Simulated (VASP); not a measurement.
Crystal: Os.

```
CELL_PARAMETERS angstrom
2.70318 0.00000 0.00000
-1.35159 2.34102 0.00000
0.00000 0.00000 4.27907
ATOMIC_POSITIONS crystal
Os 0.33333 0.66667 0.25000
Os 0.66667 0.33333 0.75000
```

Base run:

- Program: VASP 6.6.1
- Functional: LDA
- Potentials or basis: VASP PAW LDA potentials, release 64 (Os)
- Cutoff: 520 eV
- k mesh: 9 × 9 × 5
- Occupations: fermi-dirac, width 0.05 eV
- Spin: no spin polarisation

Its results: band gap on the k mesh zero (band 8 reaches 12.03 eV, above the bottom of band 9 at 7.99 eV); pressure 6.2 GPa.

The run is repeated on the same cell with these changes: potentials or basis from VASP PAW LDA potentials, release 64 (Os) to VASP PAW LDA potentials, release 64 (Os_sv_GW); cutoff from 520 eV to 500 eV; further incar settings from ALGO = Normal; EDIFF = 1e-07; NBANDS = 15 to ALGO = Normal; EDIFF = 1e-06; NBANDS = 23; valence electrons from 16 to 32. What comes out?

Band gap on the k mesh zero (band 16 reaches 16.32 eV, above the bottom of band 17 at 12.26 eV); pressure 4.4 GPa.

Caveats: spin-orbit coupling is left out, which moves the levels of the heavy elements.
